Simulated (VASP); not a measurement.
Runs of VASP 6.6.1 on AlN. The structure is that of space group F-43m (No. 216), or close to it. The cells are those of the table. 

```csv
cell,gap on the mesh (eV),pressure (GPa)
"a = 3.068 Å, angles 60.0°, 2 atoms",(d),1.2
"a = 3.129 Å, angles 60.0°, 2 atoms",3.20,-10.3
"a = 3.026 Å, angles 60.0°, 2 atoms",3.25,10.9
"a = 3.149 Å, angles 60.0°, 2 atoms",3.20,-13.4
"a = 3.047 Å, angles 60.0°, 2 atoms",(c),(b)
"a = 3.089 Å, angles 60.0°, 2 atoms",3.22,-3.0
"a = 3.109 Å, angles 60.0°, 2 atoms",3.21,(a)
```

Alike in all rows: task single point; level LDA; potentials or basis VASP PAW LDA potentials, release 64 (Al, N); no spin polarisation; k mesh 8 × 8 × 8; cutoff (eV) 520; smearing gaussian 0.01 eV.

Q: Fill in the values left out.

A: (a) -6.8; (b) 5.8; (c) 3.24; (d) 3.23.

A k mesh can miss the band edges.
